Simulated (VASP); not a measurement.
# BeP2Pb2 (R-3m) in VASP: single point with r2SCAN+rVV10

Aim: the single point of BeP2Pb2 with r2SCAN+rVV10.

All numbers are computed with VASP 6.6.1; they aren't measurements. Logs are shortened: lines on timing, memory, paths and dates and some standing lists are left out, and cuts for length are marked.

### Step 1. The cell of the first run

Symmetry: R-3m, No. 166, trigonal system. The conventional cell has a = 4.035 Å, b = 4.035 Å, c = 24.750 Å, α = 90.00°, β = 90.00°, γ = 120.00°. Be (site symmetry -3m) has 6 Pb at 2.81 Å within 3.7 Å. P (site symmetry 3m) has 1 P at 2.09 Å and 3 Pb at 2.78 Å within 2.8 Å. Within 3.7 Å of Pb (site symmetry 3m) lie 3 P at 2.78 Å and 3 Be at 2.81 Å.

### Step 2. Single point, r2SCAN+rVV10

File POSCAR:

```
BeP2Pb2
1.0
    2.0176777355      1.1649067837      8.2498346159
   -2.0176777355      1.1649067837      8.2498346159
    0.0000000000     -2.3298135675      8.2498346159
Be P Pb
1 2 2
Direct
    0.0000000000      0.0000000000      0.0000000000
    0.4578233088      0.4578233088      0.4578233088
    0.5421766912      0.5421766912      0.5421766912
    0.2698888917      0.2698888917      0.2698888917
    0.7301111083      0.7301111083      0.7301111083
```

File INCAR.step1:

```
PREC = Accurate ; ENCUT = 520
ISMEAR = -1 ; SIGMA = 0.03
LREAL = F ; LASPH = T
NELM = 60 ; NBANDS = 28
GGA = PE ; ALGO = Normal
EDIFF = 1E-4 ; LWAVE = T
LCHARG = F
```

File INCAR.step2:

```
PREC = Accurate ; ENCUT = 520
EDIFF = 1E-7 ; ISMEAR = -1
SIGMA = 0.03 ; LREAL = F
LASPH = T ; NELM = 60
ALGO = Normal ; ISIF = 2
LWAVE = F ; LCHARG = F
METAGGA = R2SCAN ; LMIXTAU = T
LUSE_VDW = T ; IVDW_NL = 2
BPARAM = 11.95 ; CPARAM = 0.0093
NBANDS = 28 ; ISTART = 1
```

File KPOINTS:

```
regular mesh
0
Gamma
  8 8 8
```

Potentials or basis: VASP PAW PBE potentials, release 64 (Be, P, Pb_d).

Started as:

```sh
$ cat potpaw_PBE.64/Be/POTCAR potpaw_PBE.64/P/POTCAR potpaw_PBE.64/Pb_d/POTCAR > POTCAR
$ cp INCAR.step1 INCAR
$ mpirun -np 1 vasp_std > vasp.out
$ cp INCAR.step2 INCAR
$ mpirun -np 1 vasp_std > vasp.out
```

OUTCAR:

```text
PREC = Accurate
   ENCUT = 520
   EDIFF = 1E-7
   ISMEAR = -1
   LREAL = F
   LASPH = T
   NELM = 60
   ISIF = 2
   METAGGA = R2SCAN
   IVDW_NL = 2
   BPARAM = 11.95
   ISTART = 1

 ion  position               nearest neighbor table
   1  0.000  0.000  0.000-   5 2.81   5 2.81   4 2.81   4 2.81   5 2.81   4 2.81
   2  0.458  0.458  0.458-   3 2.09   5 2.78   5 2.78   5 2.78
   3  0.542  0.542  0.542-   2 2.09   4 2.78   4 2.78   4 2.78
   4  0.270  0.270  0.270-   3 2.78   3 2.78   3 2.78   1 2.81   1 2.81   1 2.81   5 3.91   5 3.91
                             5 3.91
   5  0.730  0.730  0.730-   2 2.78   2 2.78   2 2.78   1 2.81   1 2.81   1 2.81   4 3.91   4 3.91
                             4 3.91

  LATTYP: Found a trigonal (rhomboedric) cell.
 ALAT       =     8.5725026946
 COS(alpha) =     0.8892054652

  Lattice vectors:

 A1 = (   2.0176777355,   1.1649067837,   8.2498346159)
 A2 = (  -2.0176777355,   1.1649067837,   8.2498346159)
 A3 = (   0.0000000000,  -2.3298135675,   8.2498346159)

Analysis of symmetry for initial positions (statically):
=====================================================================
 Subroutine PRICEL returns:
 Original cell was already a primitive cell.

 Routine SETGRP: Setting up the symmetry group for a
 trigonal (rhombohedral) supercell.

 Subroutine GETGRP returns: Found 12 space group operations
 (whereof 12 operations were pure point group operations)
 out of a pool of 12 trial point group operations.

The static configuration has the point symmetry D_3d.

Analysis of symmetry for dynamics (positions and initial velocities):
=====================================================================
 Subroutine PRICEL returns:
 Original cell was already a primitive cell.

 Routine SETGRP: Setting up the symmetry group for a
 trigonal (rhombohedral) supercell.

 Subroutine GETGRP returns: Found 12 space group operations
 (whereof 12 operations were pure point group operations)
 out of a pool of 12 trial point group operations.

The dynamic configuration has the point symmetry D_3d.

 Subroutine INISYM returns: Found 12 space group operations
 (whereof 12 operations are pure point group operations),
 and found     1 'primitive' translations

----------------------------------------------------------------------------------------

                                     Primitive cell

  volume of cell :     116.3428

  direct lattice vectors                    reciprocal lattice vectors
     2.017677735  1.164906784  8.249834616     0.247809643  0.143072964  0.040404850
    -2.017677735  1.164906784  8.249834616    -0.247809643  0.143072964  0.040404850
     0.000000000 -2.329813568  8.249834616     0.000000000 -0.286145929  0.040404850

  length of vectors
     8.572502695  8.572502695  8.572502695     0.288984505  0.288984505  0.288984505

  position of ions in fractional coordinates (direct lattice)
     0.000000000  0.000000000  0.000000000
     0.457823309  0.457823309  0.457823309
     0.542176691  0.542176691  0.542176691
     0.269888892  0.269888892  0.269888892
     0.730111108  0.730111108  0.730111108

  ion indices of the primitive-cell ions
   primitive index   ion index
                 1           1
                 2           2
                 3           3
                 4           4
                 5           5

----------------------------------------------------------------------------------------

 KPOINTS: regular mesh

Automatic generation of k-mesh.
 Grid dimensions read from file:
 generate k-points for:    8    8    8

 Generating k-lattice:

  Cartesian coordinates                     Fractional coordinates (reciprocal lattice)
     0.030976205  0.017884121  0.005050606     0.125000000  0.000000000  0.000000000
    -0.030976205  0.017884121  0.005050606     0.000000000  0.125000000  0.000000000
     0.000000000 -0.035768241  0.005050606     0.000000000  0.000000000  0.125000000

  Length of vectors
     0.036123063  0.036123063  0.036123063

  Shift w.r.t. Gamma in fractional coordinates (k-lattice)
     0.000000000  0.000000000  0.000000000

 Subroutine IBZKPT returns following result:
 ===========================================

 Found     65 irreducible k-points:

 Following reciprocal coordinates:
            Coordinates               Weight
  0.000000  0.000000  0.000000      1.000000
  0.125000 -0.000000  0.000000      6.000000
  0.250000 -0.000000  0.000000      6.000000
  0.375000 -0.000000 -0.000000      6.000000
  0.500000 -0.000000  0.000000      3.000000
  0.125000  0.125000  0.000000      6.000000
[... 16 lines left out ...]
  0.250000  0.125000  0.125000      6.000000
  0.375000  0.125000  0.125000      6.000000
 [... further k-points ...]
   k-points           NKPTS =     65   k-points in BZ     NKDIM =     65   number of bands    NBANDS=     28
   number of dos      NEDOS =    301   number of ions     NIONS =      5
   total plane-waves  NPLWV = 262144
   dimension x,y,z NGX =    64 NGY =   64 NGZ =   64
   dimension x,y,z NGXF=   128 NGYF=  128 NGZF=  128
   ions per type =               1   2   2
   NGX,Y,Z   is equivalent  to a cutoff of  12.41, 12.41, 12.41 a.u.
   NGXF,Y,Z  is equivalent  to a cutoff of  24.82, 24.82, 24.82 a.u.
 SYSTEM =  unknown system
   PREC   = accura    normal or accurate (medium, high low for compatibility)
   ISTART =      1    job   : 0-new  1-cont  2-samecut
   ICHARG =      0    charge: 1-file 2-atom 10-const
   ISPIN  =      1    spin polarized calculation?
   LNONCOLLINEAR =      F non collinear calculations
   LSORBIT =      F    spin-orbit coupling
   LASPH  =      T    aspherical Exc in radial PAW
   ENCUT  =  520.0 eV  38.22 Ry    6.18 a.u.  15.94 15.94 15.94*2*pi/ulx,y,z
   NELM   =     60;   NELMIN=  2; NELMDL=  0     # of ELM steps
   EDIFF  = 0.1E-06   stopping-criterion for ELM
   LREAL  =      F    real-space projection
   EDIFFG = 0.1E-05   stopping-criterion for IOM
   NSW    =      0    number of steps for IOM
   IBRION =     -1    ionic relax: 0-MD 1-quasi-New 2-CG
   NFREE  =      0    steps in history (QN), initial steepest desc. (CG)
   ISIF   =      2    stress and relaxation
   ISYM   =      2    0-nonsym 1-usesym 2-fastsym
   POTIM  = 0.5000    time-step for ionic-motion
   TEBEG  =    0.0;   TEEND  =   0.0 temperature during run
   PSTRESS=    0.0 pullay stress
   NELECT =      40.0000    total number of electrons
   NUPDOWN=      -1.0000    fix difference up-down
   EMIN   =  10.00;   EMAX   =-10.00  energy-range for DOS
   EFERMI =   0.00;   METHOD = LEGACY
   ISMEAR =    -1;   SIGMA  =   0.03  broadening in eV -4-tet -1-fermi 0-gaus
   EFERMI_NEDOS =   21; number of points for ismear=-14 and -15
   IALGO  =     38    algorithm
   IMIX   =      4    mixing-type and parameters
     AMIX     =   0.40;   BMIX     =  1.00
     AMIX_MAG =   1.60;   BMIX_MAG =  1.00
  volume/ion in A,a.u.               =      23.27       157.02
  Fermi-wavevector in a.u.,A,eV,Ry     =   1.146872  2.167274 17.895957  1.315316
  Thomas-Fermi vector in A             =   2.283555
   LORBIT       =      0    0 simple, 1 ext, 2 COOP (PROOUT), +10 PAW based schemes
   METAGGA = R2SCAN    functional components
   LHFCALC =     F    Hartree Fock is set to
   AEXX    =    0.0000 exact exchange contribution
   IVDW_NL    =     2    kernel type
   BPARAM     =11.9500
   IVDW    =     0    specifies the selected vdW correction
   LEPSILON=     F    determine dielectric tensor
   LRPA    =     F    only Hartree local field effects (RPA)
 non-spin polarized calculation
  energy-cutoff  :      520.00
  volume of cell :      116.34
 maximum number of plane-waves:      3158
   NGX = 31   NGY = 31   NGZ = 31

 number of electron      40.0000003 magnetization

 Free energy of the ion-electron system (eV)
  ---------------------------------------------------
  ext. energy  EPLUGINS =         0.00000000
  ---------------------------------------------------
  free energy    TOTEN  =      -131.73408643 eV

  energy without entropy =     -131.72984848  energy(sigma->0) =     -131.73196746

 E-fermi :   5.7480     XC(G=0): -10.3076

 val. band max:        5.7194356095   @ k =  -0.2500   0.5000   0.1250
 cond. band min:       5.7809543788   @ k =   0.5000   0.3750   0.3750
 fundamental gap:      0.0615187693
 Fermi energy:         5.7479738733

 k-point     1 :       0.0000    0.0000    0.0000
  band No.  band energies     occupation
      1     -11.7332      2.00000
      2     -11.7332      2.00000
      3     -11.7045      2.00000
      4     -11.7045      2.00000
      5     -11.6635      2.00000
      6     -11.6574      2.00000
[... 20 lines left out ...]
     27      10.4174      0.00000
     28      11.2804      0.00000

 k-point     2 :       0.1250   -0.0000    0.0000
  band No.  band energies     occupation
      1     -11.7457      2.00000
      2     -11.7237      2.00000
      3     -11.7155      2.00000
      4     -11.6979      2.00000
      5     -11.6641      2.00000
      6     -11.6516      2.00000
[... 20 lines left out ...]
     27      10.9430      0.00000
     28      11.6182      0.00000

 k-point     3 :       0.2500   -0.0000    0.0000
  band No.  band energies     occupation
      1     -11.7765      2.00000
      2     -11.7453      2.00000
      3     -11.7091      2.00000
      4     -11.6847      2.00000
      5     -11.6746      2.00000
      6     -11.6404      2.00000
[... 20 lines left out ...]
     27      11.2532      0.00000
     28      11.8274      0.00000

 k-point     4 :       0.3750   -0.0000   -0.0000
  band No.  band energies     occupation
      1     -11.8057      2.00000
      2     -11.7785      2.00000
      3     -11.7085      2.00000
      4     -11.6856      2.00000
      5     -11.6691      2.00000
      6     -11.6469      2.00000
[... 578 lines left out ...]
     27      10.5577      0.00000
     28      11.3052      0.00000

 k-point    23 :       0.2500    0.1250    0.1250
  band No.  band energies     occupation
      1     -11.7447      2.00000
      2     -11.7238      2.00000
      3     -11.7167      2.00000
      4     -11.6978      2.00000
      5     -11.6645      2.00000
      6     -11.6512      2.00000
[... 20 lines left out ...]
     27      11.3971      0.00000
     28      11.5824      0.00000

 k-point    24 :       0.3750    0.1250    0.1250
  band No.  band energies     occupation
      1     -11.7736      2.00000
      2     -11.7485      2.00000
      3     -11.7094      2.00000
      4     -11.6843      2.00000
      5     -11.6751      2.00000
      6     -11.6402      2.00000
[... 20 lines left out ...]
     27      11.0513      0.00000
     28      11.9593      0.00000

 [... further k-points ...]
[... 5 lines left out ...]
  --------------------------------------------------------------------------------------
  -------------------------------------------------------------------------------------
  Total        0.0172274      0.0172274      0.0674655      0.0000000     -0.0000000      0.0000000
  in kB        0.2372420      0.2372420      0.9290797      0.0000000     -0.0000000      0.0000000
  external PRESSURE =       0.4678546 kB  Pullay stress =       0.0000000 kB

 VOLUME and BASIS-vectors are now :
 -----------------------------------------------------------------------------
  energy-cutoff  :      520.00
  volume of cell :      116.34
      direct lattice vectors                 reciprocal lattice vectors
     2.017677735  1.164906784  8.249834616     0.247809643  0.143072964  0.040404850
    -2.017677735  1.164906784  8.249834616    -0.247809643  0.143072964  0.040404850
     0.000000000 -2.329813568  8.249834616     0.000000000 -0.286145929  0.040404850

 POSITION                                       TOTAL-FORCE (eV/Angst)
 -----------------------------------------------------------------------------------
      0.00000      0.00000      0.00000         0.000000      0.000000      0.000000
      0.00000     -0.00000     11.33090         0.000000     -0.000000      0.062664
      0.00000     -0.00000     13.41860         0.000000      0.000000     -0.062664
      0.00000     -0.00000      6.67962         0.000000     -0.000000      0.041361
      0.00000     -0.00000     18.06989         0.000000      0.000000     -0.041361
 -----------------------------------------------------------------------------------
    total drift:                                0.000000     -0.000000      0.000000

  FREE ENERGIE OF THE ION-ELECTRON SYSTEM (eV)
  ---------------------------------------------------
  free  energy   TOTEN  =      -131.7340864326 eV

  energy  without entropy=     -131.7298484775  energy(sigma->0) =     -131.73196746
```

Run time: 58 min. Hardware: 1 thread of Intel Xeon Platinum 8259CL at 2.50GHz (Skylake/Cascade Lake), shared host; peak memory 1.6 GiB.

What came out:

```yaml
Free_energy: -131.7341 eV
Pressure: 0.0 GPa
Largest_force: 0.063 eV/Å
Band_gap_on_the_k_mesh: zero (bands 20 and 21 overlap by 1.88 eV)
```

Forces in eV/Å, atoms in the order of the input:
```
Be   0.000  0.000  0.000
P    0.000  0.000  0.063
P    0.000  0.000 -0.063
Pb   0.000  0.000  0.041
Pb   0.000  0.000 -0.041
```

Levels at points of the mesh, in eV from the Fermi level:
```tsv
k point	band 16	band 17	band 18	band 19	band 20	band 21	band 22	band 23	band 24	band 25
(0.00, 0.00, 0.00)	-1.88	-1.88	0.20	0.20	0.87	2.00	2.00	2.90	3.58	3.58
(0.50, 0.00, 0.00)	-3.67	-2.82	-2.67	-2.61	-1.81	0.71	2.15	2.28	2.92	3.35
(0.50, 0.50, 0.00)	-4.56	-3.05	-1.90	-1.04	-0.98	-0.65	0.54	1.19	3.41	4.48
(0.50, 0.50, 0.50)	-1.90	-1.85	0.27	0.27	0.27	2.03	2.24	2.24	2.99	2.99
```

Caveat: the PAW data sets were made with another functional, which shifts forces and pressure a little; spin-orbit coupling is left out, which moves the levels of the heavy elements.

The gap in the log of VASP goes by the Fermi energy; the results here count the filled bands.